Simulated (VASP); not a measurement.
Runs of VASP 6.6.1 on InSb3. The structure is that of space group P4/mmm (No. 123), or close to it. The cells are those of the table. 

```tsv
cell	gap on the mesh (eV)	pressure (GPa)
a = 4.715, b = 4.715, c = 5.010 Å, 4 atoms	none	-2.7
a = 5.155, b = 5.155, c = 4.297 Å, 4 atoms	none	(b)
a = 5.068, b = 5.068, c = 4.225 Å, 4 atoms	none	-1.9
a = 5.052, b = 5.052, c = 4.474 Å, 4 atoms	none	-3.9
a = 4.967, b = 4.967, c = 4.399 Å, 4 atoms	none	(a)
```

Alike in all rows: task single point; level PBEsol; potentials or basis VASP PAW PBE potentials, release 64 (In_d, Sb); no spin polarisation; k mesh 10 × 10 × 10; cutoff (eV) 520; smearing gaussian 0.15 eV.

Estimate the missing entries.

(a) -1.6; (b) -4.2.

Caveats: the PAW data sets were made with another functional, which shifts forces and pressure a little; spin-orbit coupling is left out, which moves the levels of the heavy elements.

A k mesh can miss the band edges, and the runs leave out spin-orbit coupling on In, Sb.

A gap of «none» marks levels without a gap at the run's occupations.
